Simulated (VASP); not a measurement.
# Ga4TeO (P6/mmm) in VASP: further runs

The runs below take Ga4TeO through single point, relaxation of cell and atoms, with PBE.

Everything below comes from runs of VASP 6.6.1. Logs are shortened: lines on timing, memory, paths and dates and some standing lists are left out, and cuts for length are marked.

### 1 The cell of the first run

It takes space group P6/mmm (No. 191, hexagonal). The conventional cell has a = 5.573 Å, b = 5.573 Å, c = 4.847 Å, α = 90.00°, β = 90.00°, γ = 120.00°. Within 3.3 Å of Ga (site symmetry 3m) lie 5 Ga at 2.41 to 3.22 Å. Te (site symmetry 6/mmm) has 2 O at 2.42 Å within 3.2 Å. Within 3.2 Å of O (site symmetry 6/mmm) lie 2 Te at 2.42 Å.

The cell was generated, and may not be a known phase.

### 2 Single point, PBE

INCAR

```
ALGO     = Fast           # electronic algorithm
EDIFF    = 1E-7           # SCF threshold, eV
ENCUT    = 520            # plane-wave cutoff, eV
GGA      = PE             # functional
ISIF     = 2              # what is computed and relaxed
ISMEAR   = 0              # smearing method
LASPH    = True           # aspherical terms in the spheres
LCHARG   = True           # write CHGCAR
LELF     = True           # ELF
LREAL    = False          # projectors in reciprocal space
LVHAR    = True         
LWAVE    = False          # write WAVECAR
NBANDS   = 41             # bands
NELM     = 80             # most SCF steps
PREC     = Accurate       # precision mode
SIGMA    = 0.1            # smearing width, eV
```

KPOINTS

```
k-points
0
Gamma
  6 6 4
```

POSCAR

```
Ga4TeO
1.0
    5.5733924400      0.0000000000      0.0000000000
   -2.7866962200      4.8266994400      0.0000000000
    0.0000000000      0.0000000000      4.8469387900
Ga Te O
4 1 1
Direct
    0.3333333300      0.6666666700      0.2513975800
    0.3333333300      0.6666666700      0.7486024200
    0.6666666700      0.3333333300      0.7486024200
    0.6666666700      0.3333333300      0.2513975800
    0.0000000000      0.0000000000      0.0000000000
    0.0000000000      0.0000000000      0.5000000000
```

Potentials or basis: VASP PAW PBE potentials, release 64 (Ga_d, Te, O).

Launch:

```bash
cat potpaw_PBE.64/Ga_d/POTCAR potpaw_PBE.64/Te/POTCAR potpaw_PBE.64/O/POTCAR > POTCAR
mpirun -np 1 vasp_std > vasp.out
```

OUTCAR:

```text
EDIFF = 1E-7
   ENCUT = 520
   GGA = PE
   ISIF = 2
   ISMEAR = 0
   LASPH = True
   LREAL = False
   NELM = 80
   PREC = Accurate

 ion  position               nearest neighbor table
   1  0.333  0.667  0.251-   2 2.41   2 2.44
   2  0.333  0.667  0.749-   1 2.41   1 2.44
   3  0.667  0.333  0.749-   4 2.41   4 2.44
   4  0.667  0.333  0.251-   3 2.41   3 2.44
   5  0.000  0.000  0.000-   6 2.42   6 2.42
   6  0.000  0.000  0.500-   5 2.42   5 2.42

  LATTYP: Found a hexagonal cell.
 ALAT       =     5.5733924400
 C/A-ratio  =     0.8696568279

  Lattice vectors:

 A1 = (   5.5733924400,   0.0000000000,   0.0000000000)
 A2 = (  -2.7866962200,   4.8266994400,   0.0000000000)
 A3 = (   0.0000000000,   0.0000000000,   4.8469387900)

Analysis of symmetry for initial positions (statically):
=====================================================================
 Subroutine PRICEL returns:
 Original cell was already a primitive cell.

 Routine SETGRP: Setting up the symmetry group for a
 hexagonal supercell.

 Subroutine GETGRP returns: Found 24 space group operations
 (whereof 24 operations were pure point group operations)
 out of a pool of 24 trial point group operations.

The static configuration has the point symmetry D_6h.

Analysis of symmetry for dynamics (positions and initial velocities):
=====================================================================
 Subroutine PRICEL returns:
 Original cell was already a primitive cell.

 Routine SETGRP: Setting up the symmetry group for a
 hexagonal supercell.

 Subroutine GETGRP returns: Found 24 space group operations
 (whereof 24 operations were pure point group operations)
 out of a pool of 24 trial point group operations.

The dynamic configuration has the point symmetry D_6h.

 Subroutine INISYM returns: Found 24 space group operations
 (whereof 24 operations are pure point group operations),
 and found     1 'primitive' translations

----------------------------------------------------------------------------------------

                                     Primitive cell

  volume of cell :     130.3879

  direct lattice vectors                    reciprocal lattice vectors
     5.573392440  0.000000000  0.000000000     0.179423934  0.103590457  0.000000000
    -2.786696220  4.826699440  0.000000000     0.000000000  0.207180914  0.000000000
     0.000000000  0.000000000  4.846938790     0.000000000  0.000000000  0.206315789

  length of vectors
     5.573392440  5.573392441  4.846938790     0.207180914  0.207180914  0.206315789

  position of ions in fractional coordinates (direct lattice)
     0.333333330  0.666666670  0.251397580
     0.333333330  0.666666670  0.748602420
     0.666666670  0.333333330  0.748602420
     0.666666670  0.333333330  0.251397580
     0.000000000  0.000000000  0.000000000
     0.000000000  0.000000000  0.500000000

  ion indices of the primitive-cell ions
   primitive index   ion index
                 1           1
                 2           2
                 3           3
                 4           4
                 5           5
                 6           6

----------------------------------------------------------------------------------------

 KPOINTS: k-points

Automatic generation of k-mesh.
 Grid dimensions read from file:
 generate k-points for:    6    6    4

 Generating k-lattice:

  Cartesian coordinates                     Fractional coordinates (reciprocal lattice)
     0.029903989  0.017265076  0.000000000     0.166666667  0.000000000  0.000000000
     0.000000000  0.034530152  0.000000000     0.000000000  0.166666667  0.000000000
     0.000000000  0.000000000  0.051578947     0.000000000  0.000000000  0.250000000

  Length of vectors
     0.034530152  0.034530152  0.051578947

  Shift w.r.t. Gamma in fractional coordinates (k-lattice)
     0.000000000  0.000000000  0.000000000

 Subroutine IBZKPT returns following result:
 ===========================================

 Found     21 irreducible k-points:

 Following reciprocal coordinates:
[... 44 lines left out ...]

 E-fermi :   4.3263     XC(G=0):  -9.9671

 val. band max:        4.3042960358   @ k =   0.1667   0.1667   0.2500
 cond. band min:       4.3443211585   @ k =   0.3333   0.1667   0.2500
 fundamental gap:      0.0400251227
 Fermi energy:         4.3262508141

 k-point     1 :       0.0000    0.0000    0.0000
  band No.  band energies     occupation
      1     -12.2121      2.00000
      2     -11.1370      2.00000
      3     -11.1179      2.00000
      4     -10.8267      2.00000
      5     -10.8267      2.00000
      6     -10.7788      2.00000
[... 33 lines left out ...]
     40       9.0035      0.00000
     41       9.5857      0.00000

 k-point     2 :       0.1667    0.0000    0.0000
  band No.  band energies     occupation
      1     -12.2088      2.00000
      2     -11.1360      2.00000
      3     -11.1191      2.00000
      4     -10.8283      2.00000
      5     -10.8250      2.00000
      6     -10.7816      2.00000
[... 33 lines left out ...]
     40       8.7456      0.00000
     41      10.4120      0.00000

 k-point     3 :       0.3333    0.0000    0.0000
  band No.  band energies     occupation
      1     -12.2027      2.00000
      2     -11.1331      2.00000
      3     -11.1221      2.00000
      4     -10.8313      2.00000
      5     -10.8214      2.00000
      6     -10.7873      2.00000
[... 33 lines left out ...]
     40       9.8372      0.00000
     41      11.8489      0.00000

 k-point     4 :       0.5000    0.0000    0.0000
  band No.  band energies     occupation
      1     -12.1996      2.00000
      2     -11.1309      2.00000
      3     -11.1244      2.00000
      4     -10.8327      2.00000
      5     -10.8196      2.00000
      6     -10.7903      2.00000
[... 693 lines left out ...]
     40      10.2676      0.00000
     41      10.4951      0.00000

 k-point    20 :       0.3333    0.1667    0.5000
  band No.  band energies     occupation
      1     -12.0631      2.00000
      2     -10.6959      2.00000
      3     -10.6872      2.00000
      4     -10.6828      2.00000
      5     -10.6767      2.00000
      6     -10.6660      2.00000
[... 33 lines left out ...]
     40       9.8593      0.00000
     41      10.6889      0.00000

 k-point    21 :       0.3333    0.3333    0.5000
  band No.  band energies     occupation
      1     -12.0625      2.00000
      2     -10.6912      2.00000
      3     -10.6912      2.00000
      4     -10.6882      2.00000
      5     -10.6813      2.00000
      6     -10.6640      2.00000
[... 33 lines left out ...]
     40      10.6850      0.00000
     41      11.2595      0.00000

------------------------ aborting loop because EDIFF is reached ----------------------------------------

  FORCE on cell =-STRESS in cart. coord.  units (eV):
  Direction    XX          YY          ZZ          XY          YZ          ZX
  --------------------------------------------------------------------------------------
  -------------------------------------------------------------------------------------
  Total       -3.5188574     -3.5188574      1.4505656      0.0000000      0.0000000      0.0000000
  in kB      -43.2389197    -43.2389197     17.8242205      0.0000000      0.0000000      0.0000000
  external PRESSURE =     -22.8845396 kB  Pullay stress =       0.0000000 kB

 VOLUME and BASIS-vectors are now :
 -----------------------------------------------------------------------------
  energy-cutoff  :      520.00
  volume of cell :      130.39
      direct lattice vectors                 reciprocal lattice vectors
     5.573392440  0.000000000  0.000000000     0.179423934  0.103590457  0.000000000
    -2.786696220  4.826699440  0.000000000     0.000000000  0.207180914  0.000000000
     0.000000000  0.000000000  4.846938790     0.000000000  0.000000000  0.206315789

 POSITION                                       TOTAL-FORCE (eV/Angst)
 -----------------------------------------------------------------------------------
     -0.00000      3.21780      1.21851        -0.000000      0.000000     -0.279923
     -0.00000      3.21780      3.62843        -0.000000      0.000000      0.279923
      2.78670      1.60890      3.62843         0.000000     -0.000000      0.279923
      2.78670      1.60890      1.21851         0.000000     -0.000000     -0.279923
      0.00000      0.00000      0.00000        -0.000000      0.000000      0.000000
      0.00000      0.00000      2.42347        -0.000000      0.000000      0.000000
 -----------------------------------------------------------------------------------
    total drift:                                0.000000     -0.000000      0.000000

  FREE ENERGIE OF THE ION-ELECTRON SYSTEM (eV)
  ---------------------------------------------------
  free  energy   TOTEN  =       -18.6673020996 eV

  energy  without entropy=      -18.6442510754  energy(sigma->0) =      -18.65577659
```

Run time: 3.7 min. Hardware: 1 thread of Oxide Virtual Turin-like, shared host; peak memory 0.26 GiB.

Results:

| Item | Value |
| --- | --- |
| Free energy | -18.6673 eV |
| Pressure | -2.3 GPa |
| Largest force | 0.280 eV/Å |
| Band gap on the k mesh | zero (bands 32 and 33 overlap by 1.52 eV) |

Forces on the atoms (eV/Å):
```
Ga   0.000  0.000 -0.280
Ga   0.000  0.000  0.280
Ga   0.000  0.000  0.280
Ga   0.000  0.000 -0.280
Te   0.000  0.000  0.000
O    0.000  0.000  0.000
```

Stress tensor (GPa, compression positive):
```
-4.32  0.00  0.00
 0.00 -4.32  0.00
 0.00  0.00  1.78
```

Levels at points of the mesh, in eV from the Fermi level:
```
           k point  band 29  band 30  band 31  band 32  band 33  band 34  band 35  band 36
(0.00, 0.00, 0.00)    -1.95    -1.87    -1.87    -0.48    -0.48    -0.20     1.43     3.46
(0.50, 0.00, 0.00)    -1.80    -1.16    -0.77    -0.58     0.10     0.90     0.91     2.57
(0.00, 0.00, 0.50)    -1.90    -1.90    -1.32    -0.41    -0.41     0.08     0.08     0.24
(0.50, 0.00, 0.50)    -1.39    -1.22    -0.73    -0.24     0.70     1.83     2.39     2.62
```

Caveat: the stress differs along the axes, from -4 to 2 GPa; spin-orbit coupling is left out, which moves the levels of the heavy elements.

### 3 Single point, PBE

This run uses another cell than the first one, of 19.55 Å³/atom.

INCAR

```
SYSTEM = Ga4TeO
ALGO = Normal
EDIFF = 1E-7
ENCUT = 520
GGA = PE
ISIF = 2
ISMEAR = 0
LASPH = .True.
LCHARG = .True.
LELF = .True.
LREAL = .False.
LVHAR = .True.
LWAVE = .False.
NBANDS = 41
NELM = 100
PREC = Accurate
SIGMA = 0.1
```

KPOINTS

```
k-points
0
Gamma
  6 6 4
  0 0 0
```

POSCAR

```
Ga4TeO
1.0
    5.1735104375      0.0000000000      0.0000000000
   -2.5867552188      4.4803914656      0.0000000000
    0.0000000000      0.0000000000      5.0594816395
Ga Te O
4 1 1
Direct
    0.3333333333      0.6666666667      0.2525482737
    0.3333333333      0.6666666667      0.7474517263
    0.6666666667      0.3333333333      0.7474517263
    0.6666666667      0.3333333333      0.2525482737
    0.0000000000      0.0000000000      0.0000000000
    0.0000000000      0.0000000000      0.5000000000
```

Potentials or basis: VASP PAW PBE potentials, release 64 (Ga_d, Te, O).

Launch:

```bash
cat potpaw_PBE.64/Ga_d/POTCAR potpaw_PBE.64/Te/POTCAR potpaw_PBE.64/O/POTCAR > POTCAR
mpirun -np 1 vasp_std > vasp.out
```

Wall time 2.2 min (1 thread of Oxide Virtual Turin-like, shared host); peak memory 0.25 GiB.

Results (log left out):

| Item | Value |
| --- | --- |
| Free energy | -18.9788 eV |
| Pressure | -0.2 GPa |
| Largest force | 0.028 eV/Å |
| Band gap on the k mesh | zero (bands 32 and 33 overlap by 2.11 eV) |

Forces on the atoms (eV/Å):
```
Ga   0.000  0.000  0.028
Ga   0.000  0.000 -0.028
Ga   0.000  0.000 -0.028
Ga   0.000  0.000  0.028
Te   0.000  0.000  0.000
O    0.000  0.000  0.000
```

Levels at points of the mesh, in eV from the Fermi level:
```tsv
k point	band 30	band 31	band 32	band 33	band 34	band 35
(0.00, 0.00, 0.00)	-1.95	-1.95	-0.94	-0.94	0.35	1.60
(0.50, 0.00, 0.00)	-1.21	-1.14	-1.14	0.92	1.35	1.52
(0.00, 0.00, 0.50)	-2.18	-1.75	-0.70	-0.70	-0.43	-0.10
(0.50, 0.00, 0.50)	-1.30	-1.15	0.53	0.72	2.42	2.88
```

Caveat: spin-orbit coupling is left out, which moves the levels of the heavy elements.

### 4 Relaxation of cell and atoms, PBE

INCAR

```
PREC = Accurate ; ENCUT = 600
EDIFF = 1E-6 ; ISMEAR = 0
SIGMA = 0.1 ; LREAL = F
LASPH = T ; NELM = 80
ALGO = Fast ; ISIF = 3
LWAVE = F ; LCHARG = F
GGA = PE ; IBRION = 2
NSW = 90 ; EDIFFG = -0.04
```

KPOINTS

```
Automatic mesh
0
Gamma
  6 6 4
```

POSCAR

```
Ga4TeO
1.0
    5.5733924400      0.0000000000      0.0000000000
   -2.7866962200      4.8266994400      0.0000000000
    0.0000000000      0.0000000000      4.8469387900
Ga Te O
4 1 1
Direct
    0.3333333300      0.6666666700      0.2513975800
    0.3333333300      0.6666666700      0.7486024200
    0.6666666700      0.3333333300      0.7486024200
    0.6666666700      0.3333333300      0.2513975800
    0.0000000000      0.0000000000      0.0000000000
    0.0000000000      0.0000000000      0.5000000000
```

Launch:

```bash
cat potpaw_PBE.64/Ga_d/POTCAR potpaw_PBE.64/Te/POTCAR potpaw_PBE.64/O/POTCAR > POTCAR
mpirun -np 1 vasp_std > vasp.out
```

It took 17 min on 1 thread of Oxide Virtual Turin-like, shared host; peak memory 0.34 GiB.

It converged, with:

- Free energy: -18.9861 eV
- Relaxed volume: 19.50 Å³/atom
- Relaxed cell: a = 5.166 Å, b = 5.166 Å, c = 5.063 Å, α = 90.00°, β = 90.00°, γ = 120.00°
- Space group after relaxing (to 0.1 Å): P6/mmm (No. 191)
- Energy gained by relaxing: 53.1 meV/atom
- Ionic steps: 7
- Pressure after relaxing: -0.1 GPa
- Largest force after relaxing: 0.013 eV/Å
- Band gap on the k mesh: zero (bands 32 and 33 overlap by 2.12 eV)

Forces on the atoms (eV/Å):
```
Ga   0.000  0.000  0.013
Ga   0.000  0.000 -0.013
Ga   0.000  0.000 -0.013
Ga   0.000  0.000  0.013
Te   0.000  0.000  0.000
O    0.000  0.000  0.000
```

The path:
```
step  energy change (eV)  largest force (eV/Å)  pressure (GPa)  volume (Å³)
   1              0.0000                0.2793           -2.34       130.39
   2             -0.1895                0.1348           -1.37       124.43
   3             -0.2744                0.5376            0.07       118.04
   4             -0.3154                0.0976            0.27       116.43
   5             -0.3173                0.0062            0.43       115.87
   6             -0.3173                0.0060            0.42       115.92
   7             -0.3185                0.0128           -0.11       117.01
```

Final structure:
```
Ga Te O
1.0
     5.16601    0.00000    0.00000
    -2.58300    4.47389    0.00000
     0.00000    0.00000    5.06285
Ga Te O
4 1 1
Direct
  0.33333 0.66667 0.25288
  0.33333 0.66667 0.74712
  0.66667 0.33333 0.74712
  0.66667 0.33333 0.25288
  0.00000 0.00000 0.00000
  0.00000 0.00000 0.50000
```

Levels at points of the mesh, in eV from the Fermi level:
| k point | band 30 | band 31 | band 32 | band 33 | band 34 | band 35 |
| --- | --- | --- | --- | --- | --- | --- |
| (0.00, 0.00, 0.00) | -1.95 | -1.95 | -0.95 | -0.95 | 0.36 | 1.61 |
| (0.50, 0.00, 0.00) | -1.22 | -1.14 | -1.14 | 0.94 | 1.36 | 1.54 |
| (0.00, 0.00, 0.50) | -2.19 | -1.76 | -0.70 | -0.70 | -0.44 | -0.10 |
| (0.50, 0.00, 0.50) | -1.31 | -1.15 | 0.55 | 0.72 | 2.44 | 2.89 |

Caveat: spin-orbit coupling is left out, which moves the levels of the heavy elements.

### 5 Single point, PBE

This run uses another cell than the first one, of 19.27 Å³/atom.

INCAR

```
SYSTEM = Ga4TeO
  ALGO = Fast
  EDIFF = 1E-7
  ENCUT = 520
  GGA = PE
  ISIF = 2
  ISMEAR = 0
  LASPH = .TRUE.
  LCHARG = .TRUE.
  LELF = .TRUE.
  LREAL = .FALSE.
  LVHAR = .TRUE.
  LWAVE = .FALSE.
  NBANDS = 41
  NELM = 100
  PREC = Accurate
  SIGMA = 0.1
```

KPOINTS

```
k-points
0
G
  12 12 8
  0 0 0
```

POSCAR

```
Ga4TeO
1.0
    5.1135652530      0.0000000000      0.0000000000
   -2.5567826265      4.4284774130      0.0000000000
    0.0000000000      0.0000000000      5.1061547991
Ga Te O
4 1 1
Direct
    0.3333333333      0.6666666667      0.2548523460
    0.3333333333      0.6666666667      0.7451476540
    0.6666666667      0.3333333333      0.7451476540
    0.6666666667      0.3333333333      0.2548523460
    0.0000000000      0.0000000000      0.0000000000
    0.0000000000      0.0000000000      0.5000000000
```

Launch:

```bash
cat potpaw_PBE.64/Ga_d/POTCAR potpaw_PBE.64/Te/POTCAR potpaw_PBE.64/O/POTCAR > POTCAR
mpirun -np 1 vasp_std > vasp.out
```

It took 9.9 min on 1 thread of Oxide Virtual Turin-like, shared host; peak memory 0.47 GiB.

Results (log left out):

* Free energy: -18.9866 eV
* Pressure: 0.0 GPa
* Band gap on the k mesh: zero (bands 32 and 33 overlap by 2.17 eV)

Stress tensor (GPa, compression positive):
```
-0.04  0.00  0.00
 0.00 -0.04  0.00
 0.00  0.00  0.07
```

Levels at points of the mesh, in eV from the Fermi level:
| k point | band 28 | band 29 | band 30 | band 31 | band 32 | band 33 | band 34 | band 35 | band 36 | band 37 |
| --- | --- | --- | --- | --- | --- | --- | --- | --- | --- | --- |
| (0.00, 0.00, 0.00) | -2.53 | -2.41 | -1.97 | -1.97 | -1.04 | -1.04 | 0.41 | 1.58 | 2.52 | 2.52 |
| (0.50, 0.00, 0.00) | -3.19 | -1.34 | -1.33 | -1.22 | -1.17 | 1.03 | 1.37 | 1.37 | 1.61 | 2.40 |
| (0.00, 0.00, 0.50) | -3.02 | -2.24 | -2.24 | -1.84 | -0.73 | -0.73 | -0.65 | -0.19 | -0.19 | 4.28 |
| (0.50, 0.00, 0.50) | -2.91 | -1.78 | -1.47 | -1.14 | 0.60 | 0.69 | 2.53 | 2.91 | 3.17 | 3.85 |

Caveat: spin-orbit coupling is left out, which moves the levels of the heavy elements.

### 6 Summary

| task | cell | k mesh | cutoff (eV) | gap on the mesh (eV) | pressure (GPa) | largest force (eV/Å) |
| --- | --- | --- | --- | --- | --- | --- |
| single point | a = 5.573, b = 5.573, c = 4.847 Å, angles 90.0, 90.0, 120.0°, 6 atoms, atomic positions A | 6 × 6 × 4 | 520 | none | -2.3 | 0.28 |
| single point | a = 5.174, b = 5.174, c = 5.059 Å, angles 90.0, 90.0, 120.0°, 6 atoms, atomic positions B | 6 × 6 × 4 | 520 | none | -0.2 | 0.03 |
| relaxation of cell and atoms | relaxed from a = 5.573, b = 5.573, c = 4.847 Å, angles 90.0, 90.0, 120.0°, 6 atoms, atomic positions A | 6 × 6 × 4 | 600 | none | -0.1 | 0.01 |
| single point | a = 5.114, b = 5.114, c = 5.106 Å, angles 90.0, 90.0, 120.0°, 6 atoms, atomic positions C | 12 × 12 × 8 | 520 | none | 0.0 | - |

Alike in all rows: level PBE; potentials or basis VASP PAW PBE potentials, release 64 (Ga_d, Te, O); no spin polarisation; smearing gaussian 0.1 eV.

Caveats: spin-orbit coupling is left out, which moves the levels of the heavy elements; the stress differs along the axes, from -4 to 2 GPa (at least some runs).

Absolute energies hang on the potentials; compare differences alone.

The gap in the log of VASP goes by the Fermi energy; the results here count the filled bands.